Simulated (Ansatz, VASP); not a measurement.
# Cu: VASP beside Ansatz

```
Cu
1.0
     2.57306    0.00000    0.00000
    -1.28653    2.22834    0.00000
     0.00000    0.00000    4.16837
Cu
2
Direct
  0.25333 0.62667 0.19000
  0.74667 0.37333 0.81000
```

Change from the starting cell: shortest bond scaled by 0.76, LAPW.

Alike in both runs: task single point; functional LDA; k mesh 13 × 13 × 7; occupations fermi-dirac, width 0.05 eV; no spin polarisation.

```csv
,VASP,Ansatz
version,VASP 6.6.1,Ansatz 0.2.0
potentials or method,"VASP PAW LDA potentials, release 64 (Cu), cutoff 520 eV","all-electron LAPW, scalar-relativistic"
```

```tsv
	VASP	Ansatz	Ansatz less VASP
pressure (GPa)	18.7	17.9	-0.79
traceless stress, the component that is largest in VASP (GPa)	24.70	24.83	+0.131
rms of the force components (eV/Å)	3.776	3.767	-0.0098
```

LDA's correlation is that of Perdew and Zunger in VASP and of Perdew and Wang (1992) in Ansatz. Atom by atom the forces differ by 0.011 eV/Å (rms over components). Ansatz ran all-electron here, and VASP with PAW potentials.
